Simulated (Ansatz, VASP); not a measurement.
# Two plane-wave programs on C

```
C
1.0
     2.60535    0.00000    0.00000
    -1.30267    2.25630    0.00000
     0.00000    0.00000    2.80035
C
3
Direct
  0.50000 0.50000 0.33333
  0.50000 0.00000 0.00000
  0.00000 0.50000 0.66667
```

Alike in both runs: functional PBE; k mesh 12 × 12 × 10; occupations gaussian, width 0.02 eV; no spin polarisation.

Ansatz relaxed the structure, and its values are those at the end. VASP's run is a single point on that final structure, the one shown.

|  | VASP | Ansatz |
| --- | --- | --- |
| version | VASP 6.6.1 | Ansatz 0.2.0 |
| potentials or method | VASP PAW PBE potentials, release 64 (C), cutoff 520 eV | scalar-relativistic, plane waves, PAW |
| valence electrons in the cell | 12 | 12 |

```tsv
	VASP	Ansatz	Ansatz less VASP
gap on the k mesh at the Fermi level (eV)	1.92	1.94	+0.015
least direct gap on the mesh (eV)	4.64	4.64	+0.005
pressure (GPa)	0.5	0.0	-0.53
```

With one functional, cell and mesh, what is left measures potentials, basis and numerics.
